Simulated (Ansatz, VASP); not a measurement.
**Two plane-wave programs on TaN**

```xyz
4
Lattice="3.0500 0.0000 0.0000 -1.5250 2.6414 0.0000 0.0000 0.0000 4.9400" Properties=species:S:1:pos:R:3 pbc="T T T"
Ta    0.0000    1.7609    0.0000
Ta    1.5250    0.8805    2.4700
N     0.0000    1.7609    1.9019
N     1.5250    0.8805    4.3719
```

Alike in both runs: task electric field gradients; functional LDA; k mesh 9 × 9 × 5; occupations fermi-dirac, width 0.03 eV; no spin polarisation.

```csv
,VASP,Ansatz
version,VASP 6.6.1,Ansatz 0.2.0
potentials or method,"VASP PAW LDA potentials, release 64 (Ta_pv, N)","PAW with Ansatz's default frozen-core files, scalar-relativistic"
plane-wave cutoff (eV),520,420
valence electrons in the cell,32,36
```

VASP gave:

- rms of the force components (eV/Å): 1.293
- size of Vzz on the site where it differs most (V/Å²): 125.1

Q: What did Ansatz give for the same quantities?

A: rms of the force components (eV/Å): 1.289; size of Vzz on the site where it differs most (V/Å²): 129.7.

LDA's correlation is that of Perdew and Zunger in VASP and of Perdew and Wang (1992) in Ansatz. Atom by atom the forces differ by 0.004 eV/Å (rms over components). VASP's potentials hold 32 valence electrons a cell and Ansatz's 36, so a difference there can come from the potentials and not from the codes.

Spin-orbit coupling is off throughout.
